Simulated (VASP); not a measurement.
# GaSb3 (I4/mmm) in VASP: notebook

The runs below take GaSb3 through single point, with PBEsol.

Everything below comes from runs of VASP 6.6.1. Logs are shortened: lines on timing, memory, paths and dates and some standing lists are left out, and cuts for length are marked.

**1. The cell of the first run**

The structure is tetragonal, space group I4/mmm (No. 139). The conventional cell has a = 5.244 Å, b = 5.244 Å, c = 7.617 Å, α = 90.00°, β = 90.00°, γ = 90.00°. Ga (site symmetry 4/mmm) has 14 Sb at 3.24 to 3.81 Å within 4.3 Å. Sb (site symmetry -4m2) has 4 Ga at 3.24 Å and 10 Sb at 3.24 to 3.81 Å within 4.3 Å. Sb (site symmetry 4/mmm) has 8 Sb at 3.24 Å and 6 Ga at 3.71 to 3.81 Å within 4.3 Å.

**2. Single point, PBEsol (26.19 Å³/atom)**

Contents of INCAR:

```
SYSTEM = GaSb3
ALGO = Normal ; EDIFF = 1E-6
ENCUT = 520 ; GGA = PS
ISIF = 2 ; ISMEAR = 0
LASPH = .True. ; LCHARG = .True.
LELF = .True. ; LREAL = .False.
LVHAR = .True. ; LWAVE = .False.
NBANDS = 22 ; NELM = 100
PREC = Accurate ; SIGMA = 0.15
```

Contents of KPOINTS:

```
k-points
0
Gamma
  10 10 10
  0 0 0
```

Contents of POSCAR:

```
GaSb3
1.0
    0.0000000000      3.7082386109      3.8087318773
    3.7082386109      0.0000000000      3.8087318773
    3.7082386109      3.7082386109      0.0000000000
Ga Sb
1 3
Direct
    0.0000000000      0.0000000000      0.0000000000
    0.2500000000      0.2500000000      0.2500000000
    0.7500000000      0.7500000000      0.7500000000
    0.5000000000      0.5000000000      0.5000000000
```

Potentials or basis: VASP PAW PBE potentials, release 64 (Ga_d, Sb).

Run with:

```
> cat potpaw_PBE.64/Ga_d/POTCAR potpaw_PBE.64/Sb/POTCAR > POTCAR
> mpirun -np 1 vasp_std > vasp.out
```

OUTCAR:

```text
SYSTEM = GaSb3
   EDIFF = 1E-6
   ENCUT = 520
   GGA = PS
   ISIF = 2
   ISMEAR = 0
   LASPH = .True.
   LREAL = .False.
   NELM = 100
   PREC = Accurate

 ion  position               nearest neighbor table
   1  0.000  0.000  0.000-   3 3.24   2 3.24   3 3.24   2 3.24   3 3.24   3 3.24   2 3.24   2 3.24

   2  0.250  0.250  0.250-   1 3.24   4 3.24   1 3.24   1 3.24   4 3.24   1 3.24   4 3.24   4 3.24
                             3 3.71   3 3.71   3 3.71   3 3.71
   3  0.750  0.750  0.750-   4 3.24   1 3.24   4 3.24   1 3.24   4 3.24   4 3.24   1 3.24   1 3.24
                             2 3.71   2 3.71   2 3.71   2 3.71
   4  0.500  0.500  0.500-   2 3.24   3 3.24   2 3.24   2 3.24   3 3.24   2 3.24   3 3.24   3 3.24

  LATTYP: Found a body centered tetragonal cell.
 ALAT       =     5.2442413361
 C/A-ratio  =     1.4525387499

  Lattice vectors:

 A1 = (  -3.7082386109,   0.0000000000,   3.8087318773)
 A2 = (   3.7082386109,   0.0000000000,   3.8087318773)
 A3 = (   0.0000000000,   3.7082386109,  -3.8087318773)

Analysis of symmetry for initial positions (statically):
=====================================================================
 Subroutine PRICEL returns:
 Original cell was already a primitive cell.

 Routine SETGRP: Setting up the symmetry group for a
 body centered tetragonal supercell.

 Subroutine GETGRP returns: Found 16 space group operations
 (whereof 16 operations were pure point group operations)
 out of a pool of 16 trial point group operations.

The static configuration has the point symmetry D_4h.

Analysis of symmetry for dynamics (positions and initial velocities):
=====================================================================
 Subroutine PRICEL returns:
 Original cell was already a primitive cell.

 Routine SETGRP: Setting up the symmetry group for a
 body centered tetragonal supercell.

 Subroutine GETGRP returns: Found 16 space group operations
 (whereof 16 operations were pure point group operations)
 out of a pool of 16 trial point group operations.

The dynamic configuration has the point symmetry D_4h.

 Subroutine INISYM returns: Found 16 space group operations
 (whereof 16 operations are pure point group operations),
 and found     1 'primitive' translations

----------------------------------------------------------------------------------------

                                     Primitive cell

  volume of cell :     104.7480

  direct lattice vectors                    reciprocal lattice vectors
     0.000000000  3.708238611  3.808731877    -0.134834905  0.134834905  0.131277290
     3.708238611  0.000000000  3.808731877     0.134834905 -0.134834905  0.131277290
     3.708238611  3.708238611  0.000000000     0.134834905  0.134834905 -0.131277290

  length of vectors
     5.315775777  5.315775777  5.244241336     0.231505140  0.231505140  0.231505140

  position of ions in fractional coordinates (direct lattice)
     0.000000000  0.000000000  0.000000000
     0.250000000  0.250000000  0.250000000
     0.750000000  0.750000000  0.750000000
     0.500000000  0.500000000  0.500000000

  ion indices of the primitive-cell ions
   primitive index   ion index
                 1           1
                 2           2
                 3           3
                 4           4

----------------------------------------------------------------------------------------

 KPOINTS: k-points

Automatic generation of k-mesh.
 Grid dimensions read from file:
 generate k-points for:   10   10   10

 Generating k-lattice:

  Cartesian coordinates                     Fractional coordinates (reciprocal lattice)
    -0.013483490  0.013483490  0.013127729     0.100000000 -0.000000000  0.000000000
     0.013483490 -0.013483490  0.013127729    -0.000000000  0.100000000  0.000000000
     0.013483490  0.013483490 -0.013127729     0.000000000  0.000000000  0.100000000

  Length of vectors
     0.023150514  0.023150514  0.023150514

  Shift w.r.t. Gamma in fractional coordinates (k-lattice)
     0.000000000  0.000000000  0.000000000

 Subroutine IBZKPT returns following result:
 ===========================================

 Found    102 irreducible k-points:

 Following reciprocal coordinates:
            Coordinates               Weight
  0.000000  0.000000  0.000000      1.000000
  0.100000  0.000000  0.000000      8.000000
  0.200000  0.000000  0.000000      8.000000
  0.300000  0.000000  0.000000      8.000000
  0.400000  0.000000  0.000000      8.000000
  0.500000  0.000000  0.000000      4.000000
[... 16 lines left out ...]
  0.300000  0.300000  0.000000      2.000000
  0.400000  0.300000  0.000000      8.000000
 [... further k-points ...]
   k-points           NKPTS =    102   k-points in BZ     NKDIM =    102   number of bands    NBANDS=     22
   number of dos      NEDOS =    301   number of ions     NIONS =      4
   total plane-waves  NPLWV =  64000
   dimension x,y,z NGX =    40 NGY =   40 NGZ =   40
   dimension x,y,z NGXF=    80 NGYF=   80 NGZF=   80
   ions per type =               1   3
   NGX,Y,Z   is equivalent  to a cutoff of  12.51, 12.51, 12.68 a.u.
   NGXF,Y,Z  is equivalent  to a cutoff of  25.02, 25.02, 25.36 a.u.
 SYSTEM =  GaSb3
   PREC   = accura    normal or accurate (medium, high low for compatibility)
   ISTART =      0    job   : 0-new  1-cont  2-samecut
   ICHARG =      2    charge: 1-file 2-atom 10-const
   ISPIN  =      1    spin polarized calculation?
   LNONCOLLINEAR =      F non collinear calculations
   LSORBIT =      F    spin-orbit coupling
   LASPH  =      T    aspherical Exc in radial PAW
   ENCUT  =  520.0 eV  38.22 Ry    6.18 a.u.   9.88  9.88  9.75*2*pi/ulx,y,z
   NELM   =    100;   NELMIN=  2; NELMDL= -5     # of ELM steps
   EDIFF  = 0.1E-05   stopping-criterion for ELM
   LREAL  =      F    real-space projection
   EDIFFG = 0.1E-04   stopping-criterion for IOM
   NSW    =      0    number of steps for IOM
   IBRION =     -1    ionic relax: 0-MD 1-quasi-New 2-CG
   NFREE  =      0    steps in history (QN), initial steepest desc. (CG)
   ISIF   =      2    stress and relaxation
   ISYM   =      2    0-nonsym 1-usesym 2-fastsym
   POTIM  = 0.5000    time-step for ionic-motion
   TEBEG  =    0.0;   TEEND  =   0.0 temperature during run
   PSTRESS=    0.0 pullay stress
   NELECT =      28.0000    total number of electrons
   NUPDOWN=      -1.0000    fix difference up-down
   EMIN   =  10.00;   EMAX   =-10.00  energy-range for DOS
   EFERMI =   0.00;   METHOD = LEGACY
   ISMEAR =     0;   SIGMA  =   0.15  broadening in eV -4-tet -1-fermi 0-gaus
   EFERMI_NEDOS =   21; number of points for ismear=-14 and -15
   IALGO  =     38    algorithm
   IMIX   =      4    mixing-type and parameters
     AMIX     =   0.40;   BMIX     =  1.00
     AMIX_MAG =   1.60;   BMIX_MAG =  1.00
  volume/ion in A,a.u.               =      26.19       176.72
  Fermi-wavevector in a.u.,A,eV,Ry     =   1.054579  1.992864 15.131527  1.112136
  Thomas-Fermi vector in A             =   2.189744
   LORBIT       =      0    0 simple, 1 ext, 2 COOP (PROOUT), +10 PAW based schemes
   GGA     = PS    functional components
   LHFCALC =     F    Hartree Fock is set to
   AEXX    =    0.0000 exact exchange contribution
   IVDW    =     0    specifies the selected vdW correction
   LEPSILON=     F    determine dielectric tensor
   LRPA    =     F    only Hartree local field effects (RPA)
 non-spin polarized calculation
 Gauss-broadening in eV      SIGMA  =   0.15
  energy-cutoff  :      520.00
  volume of cell :      104.75
 maximum number of plane-waves:      2843
   NGX = 19   NGY = 19   NGZ = 19

 number of electron      28.0000009 magnetization

 Free energy of the ion-electron system (eV)
  ---------------------------------------------------
  ext. energy  EPLUGINS =         0.00000000
  ---------------------------------------------------
  free energy    TOTEN  =       -16.29818184 eV

  energy without entropy =      -16.27057657  energy(sigma->0) =      -16.28437920

 E-fermi :   7.1924     XC(G=0): -10.2608

 val. band max:        7.1889630370   @ k =  -0.3000   0.1000   0.0000
 cond. band min:       7.2018746754   @ k =   0.5000   0.3000   0.2000
 fundamental gap:      0.0129116384
 Fermi energy:         7.1923507896

 k-point     1 :       0.0000    0.0000    0.0000
  band No.  band energies     occupation
      1      -7.5381      2.00000
      2      -7.5364      2.00000
      3      -7.5364      2.00000
      4      -7.5261      2.00000
      5      -7.5230      2.00000
      6      -5.1767      2.00000
[... 14 lines left out ...]
     21      13.7821      0.00000
     22      13.8966      0.00000

 k-point     2 :       0.1000    0.0000    0.0000
  band No.  band energies     occupation
      1      -7.5382      2.00000
      2      -7.5366      2.00000
      3      -7.5362      2.00000
      4      -7.5262      2.00000
      5      -7.5230      2.00000
      6      -5.1005      2.00000
[... 14 lines left out ...]
     21      13.1568      0.00000
     22      13.7062      0.00000

 k-point     3 :       0.2000    0.0000    0.0000
  band No.  band energies     occupation
      1      -7.5389      2.00000
      2      -7.5366      2.00000
      3      -7.5357      2.00000
      4      -7.5263      2.00000
      5      -7.5231      2.00000
      6      -4.8737      2.00000
[... 14 lines left out ...]
     21      11.9778      0.00000
     22      13.0884      0.00000

 k-point     4 :       0.3000    0.0000    0.0000
  band No.  band energies     occupation
      1      -7.5403      2.00000
      2      -7.5361      2.00000
      3      -7.5351      2.00000
      4      -7.5265      2.00000
      5      -7.5232      2.00000
      6      -4.5039      2.00000
[... 14 lines left out ...]
     21      12.2162      0.00000
     22      12.9484      0.00000

 k-point     5 :       0.4000    0.0000    0.0000
  band No.  band energies     occupation
      1      -7.5417      2.00000
      2      -7.5357      2.00000
      3      -7.5347      2.00000
      4      -7.5266      2.00000
      5      -7.5233      2.00000
      6      -4.0216      2.00000
[... 417 lines left out ...]
 k-point    22 :      -0.2000    0.2000    0.0000
  band No.  band energies     occupation
      1      -7.5393      2.00000
      2      -7.5374      2.00000
      3      -7.5348      2.00000
      4      -7.5270      2.00000
      5      -7.5233      2.00000
      6      -4.3648      2.00000
[... 14 lines left out ...]
     21      12.9671      0.00000
     22      13.0719      0.00000

 k-point    23 :       0.3000    0.3000    0.0000
  band No.  band energies     occupation
      1      -7.5431      2.00000
      2      -7.5337      2.00000
      3      -7.5337      2.00000
      4      -7.5256      2.00000
      5      -7.5254      2.00000
      6      -4.3058      2.00000
[... 14 lines left out ...]
     21      11.3620      0.00000
     22      11.5969      0.00000

 k-point    24 :       0.4000    0.3000    0.0000
  band No.  band energies     occupation
      1      -7.5438      2.00000
      2      -7.5336      2.00000
      3      -7.5332      2.00000
      4      -7.5259      2.00000
      5      -7.5256      2.00000
      6      -3.9522      2.00000
[... 14 lines left out ...]
     21      11.5133      0.00000
     22      12.2102      0.00000

 [... further k-points ...]
[... 5 lines left out ...]
  --------------------------------------------------------------------------------------
  -------------------------------------------------------------------------------------
  Total       -2.4395241     -2.4395241     -2.9926959      0.0000000     -0.0000000      0.0000000
  in kB      -37.3138413    -37.3138413    -45.7749024      0.0000000     -0.0000000      0.0000000
  external PRESSURE =     -40.1341950 kB  Pullay stress =       0.0000000 kB

 VOLUME and BASIS-vectors are now :
 -----------------------------------------------------------------------------
  energy-cutoff  :      520.00
  volume of cell :      104.75
      direct lattice vectors                 reciprocal lattice vectors
     0.000000000  3.708238611  3.808731877    -0.134834905  0.134834905  0.131277290
     3.708238611  0.000000000  3.808731877     0.134834905 -0.134834905  0.131277290
     3.708238611  3.708238611  0.000000000     0.134834905  0.134834905 -0.131277290

 POSITION                                       TOTAL-FORCE (eV/Angst)
 -----------------------------------------------------------------------------------
      0.00000      0.00000      0.00000        -0.000000      0.000000      0.000000
      1.85412      1.85412      1.90437        -0.000000     -0.000000      0.000000
      5.56236      5.56236      5.71310         0.000000      0.000000     -0.000000
      3.70824      3.70824      3.80873        -0.000000      0.000000      0.000000
 -----------------------------------------------------------------------------------
    total drift:                               -0.000000      0.000000      0.000000

  FREE ENERGIE OF THE ION-ELECTRON SYSTEM (eV)
  ---------------------------------------------------
  free  energy   TOTEN  =       -16.2981818392 eV

  energy  without entropy=      -16.2705765696  energy(sigma->0) =      -16.28437920
```

It took 3.5 min on 1 thread of Intel Xeon 8259CL, shared host; peak memory 0.39 GiB.

What came out:

```yaml
Free_energy: -16.2982 eV
Pressure: -4.0 GPa
Band_gap_on_the_k_mesh: zero (bands 14 and 15 overlap by 3.81 eV)
```

Stress tensor (GPa, compression positive):
```
-3.73  0.00  0.00
 0.00 -3.73  0.00
 0.00  0.00 -4.58
```

Caveat: the cell stands under tension; the PAW data sets were made with another functional, which shifts forces and pressure a little; spin-orbit coupling is left out, which moves the levels of the heavy elements.

**3. Single point, PBEsol (24.25 Å³/atom)**

This run uses another cell than the first one, of 24.25 Å³/atom.

Contents of INCAR:

```
SYSTEM = GaSb3
PREC     = Accurate       ! precision mode
ENCUT    = 520            ! plane-wave cutoff, eV
EDIFF    = 1E-6           ! SCF threshold, eV
ISMEAR   = 0              ! smearing method
SIGMA    = 0.15           ! smearing width, eV
LREAL    = .False.        ! projectors in reciprocal space
LASPH    = .True.         ! aspherical terms in the spheres
NELM     = 80             ! most SCF steps
ALGO     = Normal         ! electronic algorithm
ISIF     = 2              ! what is computed and relaxed
LWAVE    = .False.        ! write WAVECAR
LCHARG   = .False.        ! write CHGCAR
GGA      = PS             ! functional
NBANDS   = 22             ! bands
```

Contents of KPOINTS:

```
Automatic mesh
0
Gamma
  10 10 10
  0 0 0
```

Contents of POSCAR:

```
GaSb3
1.0
    0.0000000000      3.6143116860      3.7122595327
    3.6143116860      0.0000000000      3.7122595327
    3.6143116860      3.6143116860      0.0000000000
Ga Sb
1 3
Direct
    0.0000000000      0.0000000000      0.0000000000
    0.2500000000      0.2500000000      0.2500000000
    0.7500000000      0.7500000000      0.7500000000
    0.5000000000      0.5000000000      0.5000000000
```

Potentials or basis: VASP PAW PBE potentials, release 64 (Ga_d, Sb).

Run with:

```
> cat potpaw_PBE.64/Ga_d/POTCAR potpaw_PBE.64/Sb/POTCAR > POTCAR
> mpirun -np 1 vasp_std > vasp.out
```

Wall time 4.6 min (1 thread of Intel Xeon 8259CL, shared host); peak memory 0.38 GiB.

The run converged. Its results:

```yaml
Free_energy: -16.4002 eV
Pressure: 0.1 GPa
Band_gap_on_the_k_mesh: zero (bands 14 and 15 overlap by 4.19 eV)
```

Stress tensor (GPa, compression positive):
```
 0.48  0.00  0.00
 0.00  0.48  0.00
 0.00  0.00 -0.72
```

Levels at points of the mesh, in eV from the Fermi level:
| k point | band 11 | band 12 | band 13 | band 14 | band 15 | band 16 | band 17 | band 18 |
| --- | --- | --- | --- | --- | --- | --- | --- | --- |
| (0.00, 0.00, 0.00) | -2.81 | -2.63 | -2.62 | -2.52 | -2.52 | -0.96 | -0.67 | -0.67 |
| (0.50, 0.00, 0.00) | -3.71 | -2.86 | -2.77 | -0.19 | 0.14 | 2.07 | 2.33 | 2.93 |
| (0.50, 0.50, 0.00) | -5.47 | 1.01 | 1.25 | 1.25 | 1.46 | 2.07 | 2.09 | 2.09 |
| (0.50, 0.00, 0.50) | -5.53 | 0.82 | 0.91 | 1.14 | 1.38 | 1.78 | 2.25 | 2.39 |

Caveat: the PAW data sets were made with another functional, which shifts forces and pressure a little; spin-orbit coupling is left out, which moves the levels of the heavy elements.
